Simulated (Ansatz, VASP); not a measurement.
Two plane-wave programs on MgO

```
Mg O
1.0
     0.00000    2.10850    2.10850
     2.10850    0.00000    2.10850
     2.10850    2.10850    0.00000
Mg O
1 1
Direct
  0.00000 0.00000 0.00000
  0.50000 0.50000 0.50000
```

Alike in both runs: task single point; functional PBE; k mesh 3 × 3 × 3; no spin polarisation.

```csv
,VASP,Ansatz
version,VASP 6.6.1,Ansatz 0.2.0
potentials or method,"VASP PAW PBE potentials, release 64 (Mg, O)","plane waves, PAW"
plane-wave cutoff (eV),600,420
occupations,"gaussian, width 0.01 eV",fixed
valence electrons in the cell,8,16
```

Ansatz gave:

```
pressure (GPa) : 4.5
```

Q: What did VASP give for the same quantities?

A: Pressure (GPa): 3.6.

VASP's potentials hold 8 valence electrons a cell and Ansatz's 16, so a difference there can come from the potentials and not from the codes.

The k mesh is coarse, so the values compare programs but aren't converged.
